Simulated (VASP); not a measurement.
Input of a VASP 6.6.1 run:

INCAR

```
  ALGO = Normal
  EDIFF = 1E-7
  ENCUT = 520
  GGA = PE
  ISIF = 2
  ISMEAR = -1
  LASPH = T
  LCHARG = F
  LREAL = F
  LWAVE = F
  NBANDS = 21
  NELM = 80
  PREC = Accurate
  SIGMA = 0.1
```

The input KPOINTS:

```
k-points
0
Gamma
  12 12 7
```

POSCAR

```
Sn
1.0
    3.4217272899      0.0000000000      0.0000000000
   -1.7108636449      2.9633027579      0.0000000000
    0.0000000000      0.0000000000      5.6889102810
Sn
2
Direct
    0.3333333333      0.6666666667      0.2500000000
    0.6666666667      0.3333333333      0.7500000000
```

Potentials or basis: VASP PAW PBE potentials, release 64 (Sn_d).

Launch:

```bash
$ cat potpaw_PBE.64/Sn_d/POTCAR > POTCAR
$ mpirun -np 1 vasp_std > vasp.out
```

Problem. What does it give for the pressure?

Solution. -1.6 GPa.

Problem. Estimate the band gap on the k mesh.

Solution. Zero (bands 14 and 15 overlap by 7.74 eV).

Stress tensor (GPa, compression positive):
```
-1.34  0.00  0.00
 0.00 -1.34  0.00
 0.00  0.00 -2.22
```

Caveat: spin-orbit coupling is left out, which moves the levels of the heavy elements.
